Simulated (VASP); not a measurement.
# Hf (Fm-3m) in VASP: single point with r2SCAN

Aim: the single point of Hf with r2SCAN.

All numbers are computed with VASP 6.6.1; they aren't measurements. Logs are shortened: lines on timing, memory, paths and dates and some standing lists are left out, and cuts for length are marked.

## Step 1: The cell of the first run

Symmetry: Fm-3m, No. 225, cubic system. The conventional cell has a = 4.418 Å, b = 4.418 Å, c = 4.418 Å, α = 90.00°, β = 90.00°, γ = 90.00°. Within 4.1 Å of Hf (site symmetry m-3m) lie 12 Hf at 3.12 Å.

## Step 2: Single point, r2SCAN

File POSCAR:

```
Hf
1.0
    0.0000000000      2.2088119274      2.2088119274
    2.2088119274      0.0000000000      2.2088119274
    2.2088119274      2.2088119274      0.0000000000
Hf
1
Direct
    0.0000000000      0.0000000000      0.0000000000
```

File INCAR.step1:

```
  PREC = Accurate
  ENCUT = 550
  ISMEAR = 0
  SIGMA = 0.1
  LREAL = False
  LASPH = True
  NELM = 120
  NBANDS = 11
  GGA = PE
  ALGO = Normal
  EDIFF = 1E-5
  LWAVE = True
  LCHARG = False
  GGA_COMPAT = False
```

File INCAR.step2:

```
  PREC = Accurate
  ENCUT = 550
  EDIFF = 1E-6
  ISMEAR = 0
  SIGMA = 0.1
  LREAL = False
  LASPH = True
  NELM = 120
  ALGO = Normal
  ISIF = 2
  LWAVE = False
  LCHARG = False
  METAGGA = R2SCAN
  LMIXTAU = True
  NBANDS = 11
  ISTART = 1
  GGA_COMPAT = False
```

File KPOINTS:

```
regular mesh
0
Gamma
  16 16 16
```

Potentials or basis: VASP PAW PBE potentials, release 64 (Hf_pv).

The run is started by

```console
$ cat potpaw_PBE.64/Hf_pv/POTCAR > POTCAR
$ cp INCAR.step1 INCAR
$ mpirun -np 1 vasp_std > vasp.out
$ cp INCAR.step2 INCAR
$ mpirun -np 1 vasp_std > vasp.out
```

OUTCAR:

```text
PREC = Accurate
   ENCUT = 550
   EDIFF = 1E-6
   ISMEAR = 0
   LREAL = False
   LASPH = True
   NELM = 120
   ISIF = 2
   METAGGA = R2SCAN
   ISTART = 1

 ion  position               nearest neighbor table
   1  0.000  0.000  0.000-

  LATTYP: Found a face centered cubic cell.
 ALAT       =     4.4176238548

  Lattice vectors:

 A1 = (   0.0000000000,   2.2088119274,   2.2088119274)
 A2 = (   2.2088119274,   0.0000000000,   2.2088119274)
 A3 = (   2.2088119274,   2.2088119274,   0.0000000000)

Analysis of symmetry for initial positions (statically):
=====================================================================
 Subroutine PRICEL returns:
 Original cell was already a primitive cell.

 Routine SETGRP: Setting up the symmetry group for a
 face centered cubic supercell.

 Subroutine GETGRP returns: Found 48 space group operations
 (whereof 48 operations were pure point group operations)
 out of a pool of 48 trial point group operations.

The static configuration has the point symmetry O_h .

Analysis of symmetry for dynamics (positions and initial velocities):
=====================================================================
 Subroutine PRICEL returns:
 Original cell was already a primitive cell.

 Routine SETGRP: Setting up the symmetry group for a
 face centered cubic supercell.

 Subroutine GETGRP returns: Found 48 space group operations
 (whereof 48 operations were pure point group operations)
 out of a pool of 48 trial point group operations.

The dynamic configuration has the point symmetry O_h .

 Subroutine INISYM returns: Found 48 space group operations
 (whereof 48 operations are pure point group operations),
 and found     1 'primitive' translations

----------------------------------------------------------------------------------------

                                     Primitive cell

  volume of cell :      21.5529

  direct lattice vectors                    reciprocal lattice vectors
     0.000000000  2.208811927  2.208811927    -0.226366036  0.226366036  0.226366036
     2.208811927  0.000000000  2.208811927     0.226366036 -0.226366036  0.226366036
     2.208811927  2.208811927  0.000000000     0.226366036  0.226366036 -0.226366036

  length of vectors
     3.123731784  3.123731784  3.123731784     0.392077475  0.392077475  0.392077475

  position of ions in fractional coordinates (direct lattice)
     0.000000000  0.000000000  0.000000000

  ion indices of the primitive-cell ions
   primitive index   ion index
                 1           1

----------------------------------------------------------------------------------------

 KPOINTS: regular mesh

Automatic generation of k-mesh.
 Grid dimensions read from file:
 generate k-points for:   16   16   16

 Generating k-lattice:

  Cartesian coordinates                     Fractional coordinates (reciprocal lattice)
    -0.014147877  0.014147877  0.014147877     0.062500000  0.000000000  0.000000000
     0.014147877 -0.014147877  0.014147877     0.000000000  0.062500000  0.000000000
     0.014147877  0.014147877 -0.014147877     0.000000000  0.000000000  0.062500000

  Length of vectors
     0.024504842  0.024504842  0.024504842

  Shift w.r.t. Gamma in fractional coordinates (k-lattice)
     0.000000000  0.000000000  0.000000000

 Subroutine IBZKPT returns following result:
 ===========================================

 Found    145 irreducible k-points:

 Following reciprocal coordinates:
            Coordinates               Weight
  0.000000  0.000000  0.000000      1.000000
  0.062500  0.000000  0.000000      8.000000
  0.125000  0.000000  0.000000      8.000000
  0.187500  0.000000  0.000000      8.000000
  0.250000  0.000000  0.000000      8.000000
  0.312500  0.000000  0.000000      8.000000
[... 16 lines left out ...]
 -0.125000  0.062500  0.000000     24.000000
 -0.062500  0.062500  0.000000     12.000000
 [... further k-points ...]
   k-points           NKPTS =    145   k-points in BZ     NKDIM =    145   number of bands    NBANDS=     11
   number of dos      NEDOS =    301   number of ions     NIONS =      1
   total plane-waves  NPLWV =  13824
   dimension x,y,z NGX =    24 NGY =   24 NGZ =   24
   dimension x,y,z NGXF=    48 NGYF=   48 NGZF=   48
   ions per type =               1
   NGX,Y,Z   is equivalent  to a cutoff of  12.77, 12.77, 12.77 a.u.
   NGXF,Y,Z  is equivalent  to a cutoff of  25.55, 25.55, 25.55 a.u.
 SYSTEM =  unknown system
   PREC   = accura    normal or accurate (medium, high low for compatibility)
   ISTART =      1    job   : 0-new  1-cont  2-samecut
   ICHARG =      0    charge: 1-file 2-atom 10-const
   ISPIN  =      1    spin polarized calculation?
   LNONCOLLINEAR =      F non collinear calculations
   LSORBIT =      F    spin-orbit coupling
   LASPH  =      T    aspherical Exc in radial PAW
   ENCUT  =  550.0 eV  40.42 Ry    6.36 a.u.   5.97  5.97  5.97*2*pi/ulx,y,z
   NELM   =    120;   NELMIN=  2; NELMDL=  0     # of ELM steps
   EDIFF  = 0.1E-05   stopping-criterion for ELM
   LREAL  =      F    real-space projection
   EDIFFG = 0.1E-04   stopping-criterion for IOM
   NSW    =      0    number of steps for IOM
   IBRION =     -1    ionic relax: 0-MD 1-quasi-New 2-CG
   NFREE  =      0    steps in history (QN), initial steepest desc. (CG)
   ISIF   =      2    stress and relaxation
   ISYM   =      2    0-nonsym 1-usesym 2-fastsym
   POTIM  = 0.5000    time-step for ionic-motion
   TEBEG  =    0.0;   TEEND  =   0.0 temperature during run
   PSTRESS=    0.0 pullay stress
   NELECT =      10.0000    total number of electrons
   NUPDOWN=      -1.0000    fix difference up-down
   EMIN   =  10.00;   EMAX   =-10.00  energy-range for DOS
   EFERMI =   0.00;   METHOD = LEGACY
   ISMEAR =     0;   SIGMA  =   0.10  broadening in eV -4-tet -1-fermi 0-gaus
   EFERMI_NEDOS =   21; number of points for ismear=-14 and -15
   IALGO  =     38    algorithm
   IMIX   =      4    mixing-type and parameters
     AMIX     =   0.40;   BMIX     =  1.00
     AMIX_MAG =   1.60;   BMIX_MAG =  1.00
  volume/ion in A,a.u.               =      21.55       145.45
  Fermi-wavevector in a.u.,A,eV,Ry     =   1.267378  2.394997 21.854310  1.606246
  Thomas-Fermi vector in A             =   2.400529
   LORBIT       =      0    0 simple, 1 ext, 2 COOP (PROOUT), +10 PAW based schemes
   METAGGA = R2SCAN    functional components
   LHFCALC =     F    Hartree Fock is set to
   AEXX    =    0.0000 exact exchange contribution
   IVDW    =     0    specifies the selected vdW correction
   LEPSILON=     F    determine dielectric tensor
   LRPA    =     F    only Hartree local field effects (RPA)
 non-spin polarized calculation
 Gauss-broadening in eV      SIGMA  =   0.10
  energy-cutoff  :      550.00
  volume of cell :       21.55
 maximum number of plane-waves:       648
   NGX = 11   NGY = 11   NGZ = 11

 number of electron      10.0000001 magnetization

 Free energy of the ion-electron system (eV)
  ---------------------------------------------------
  ext. energy  EPLUGINS =         0.00000000
  ---------------------------------------------------
  free energy    TOTEN  =       -45.05778563 eV

  energy without entropy =      -45.04949144  energy(sigma->0) =      -45.05363854

 E-fermi :   4.8667     XC(G=0): -12.3610

 val. band max:        4.8660356456   @ k =  -0.3125   0.3125   0.0000
 cond. band min:       4.8859395973   @ k =  -0.1875   0.1250   0.0000
 fundamental gap:      0.0199039517
 Fermi energy:         4.8666705989

 k-point     1 :       0.0000    0.0000    0.0000
  band No.  band energies     occupation
      1     -26.1033      2.00000
      2     -26.1033      2.00000
      3     -26.1033      2.00000
      4      -2.8119      2.00000
      5       6.4899      0.00000
      6       6.4899      0.00000
      7       6.4899      0.00000
      8       9.6216      0.00000
      9       9.6216      0.00000
     10      16.8287      0.00000
     11      16.9939      0.00000

 k-point     2 :       0.0625    0.0000    0.0000
  band No.  band energies     occupation
      1     -26.1423      2.00000
      2     -26.1081      2.00000
      3     -26.1081      2.00000
      4      -2.6635      2.00000
      5       6.3266      0.00000
      6       6.5612      0.00000
      7       6.5612      0.00000
      8       9.5384      0.00000
      9       9.5384      0.00000
     10      16.9939      0.00000
     11      17.1699      0.00000

 k-point     3 :       0.1250    0.0000    0.0000
  band No.  band energies     occupation
      1     -26.2520      2.00000
      2     -26.1217      2.00000
      3     -26.1217      2.00000
      4      -2.2348      2.00000
      5       5.9161      0.00000
      6       6.7395      0.00000
      7       6.7395      0.00000
      8       9.3619      0.00000
      9       9.3619      0.00000
     10      16.9938      0.00000
     11      18.0130      0.00000

 k-point     4 :       0.1875    0.0000    0.0000
  band No.  band energies     occupation
      1     -26.4126      2.00000
      2     -26.1420      2.00000
      3     -26.1420      2.00000
      4      -1.5763      2.00000
      5       5.4246      0.00000
      6       6.9023      0.00000
      7       6.9023      0.00000
      8       9.2940      0.00000
      9       9.2940      0.00000
     10      16.9937      0.00000
     11      17.9555      0.00000

 k-point     5 :       0.2500    0.0000    0.0000
  band No.  band energies     occupation
      1     -26.5970      2.00000
      2     -26.1658      2.00000
      3     -26.1658      2.00000
      4      -0.7806      2.00000
      5       5.0133      0.03812
      6       6.8884      0.00000
      7       6.8884      0.00000
      8       9.5593      0.00000
      9       9.5593      0.00000
     10      16.9851      0.00000
     11      17.0139      0.00000
[... 211 lines left out ...]
 k-point    21 :      -0.2500    0.0625    0.0000
  band No.  band energies     occupation
      1     -26.6594      2.00000
      2     -26.2127      2.00000
      3     -26.1635      2.00000
      4      -0.3891      2.00000
      5       4.8496      1.19027
      6       6.6978      0.00000
      7       6.9655      0.00000
      8       9.1841      0.00000
      9      10.3272      0.00000
     10      16.9847      0.00000
     11      17.0197      0.00000

 k-point    22 :      -0.1875    0.0625    0.0000
  band No.  band energies     occupation
      1     -26.4806      2.00000
      2     -26.1854      2.00000
      3     -26.1396      2.00000
      4      -1.2009      2.00000
      5       5.1874      0.00001
      6       6.8516      0.00000
      7       7.0558      0.00000
      8       8.8142      0.00000
      9       9.8296      0.00000
     10      16.9937      0.00000
     11      17.9286      0.00000

 k-point    23 :      -0.1250    0.0625    0.0000
  band No.  band energies     occupation
      1     -26.3167      2.00000
      2     -26.1571      2.00000
      3     -26.1207      2.00000
      4      -1.9136      2.00000
      5       5.6416      0.00000
      6       6.8283      0.00000
      7       6.8914      0.00000
      8       8.9137      0.00000
      9       9.6263      0.00000
     10      16.9938      0.00000
     11      18.5498      0.00000

 k-point    24 :      -0.0625    0.0625    0.0000
  band No.  band energies     occupation
      1     -26.1969      2.00000
      2     -26.1299      2.00000
      3     -26.1096      2.00000
      4      -2.4214      2.00000
      5       6.0726      0.00000
      6       6.6706      0.00000
      7       6.6838      0.00000
      8       9.2382      0.00000
      9       9.6021      0.00000
     10      16.9939      0.00000
     11      17.7004      0.00000

 [... further k-points ...]
[... 5 lines left out ...]
  --------------------------------------------------------------------------------------
  -------------------------------------------------------------------------------------
  Total        0.5369791      0.5369791      0.5369791      0.0000000      0.0000000     -0.0000000
  in kB       39.9173513     39.9173513     39.9173513      0.0000000      0.0000000     -0.0000000
  external PRESSURE =      39.9173513 kB  Pullay stress =       0.0000000 kB

 VOLUME and BASIS-vectors are now :
 -----------------------------------------------------------------------------
  energy-cutoff  :      550.00
  volume of cell :       21.55
      direct lattice vectors                 reciprocal lattice vectors
     0.000000000  2.208811927  2.208811927    -0.226366036  0.226366036  0.226366036
     2.208811927  0.000000000  2.208811927     0.226366036 -0.226366036  0.226366036
     2.208811927  2.208811927  0.000000000     0.226366036  0.226366036 -0.226366036

 POSITION                                       TOTAL-FORCE (eV/Angst)
 -----------------------------------------------------------------------------------
      0.00000      0.00000      0.00000        -0.000000     -0.000000     -0.000000
 -----------------------------------------------------------------------------------
    total drift:                                0.000000      0.000000      0.000000

  FREE ENERGIE OF THE ION-ELECTRON SYSTEM (eV)
  ---------------------------------------------------
  free  energy   TOTEN  =       -45.0577856332 eV

  energy  without entropy=      -45.0494914370  energy(sigma->0) =      -45.05363854
```

Wall time 40 s (1 thread of Intel Xeon 6975P-C (Granite Rapids), shared host); peak memory 0.17 GiB.

What came out:

- Free energy: -45.0578 eV
- Pressure: 4.0 GPa
- Band gap on the k mesh: zero (band 5 reaches 6.49 eV, above the bottom of band 6 at 4.43 eV)

Caveat: the PAW data sets were made with another functional, which shifts forces and pressure a little; spin-orbit coupling is left out, which moves the levels of the heavy elements.
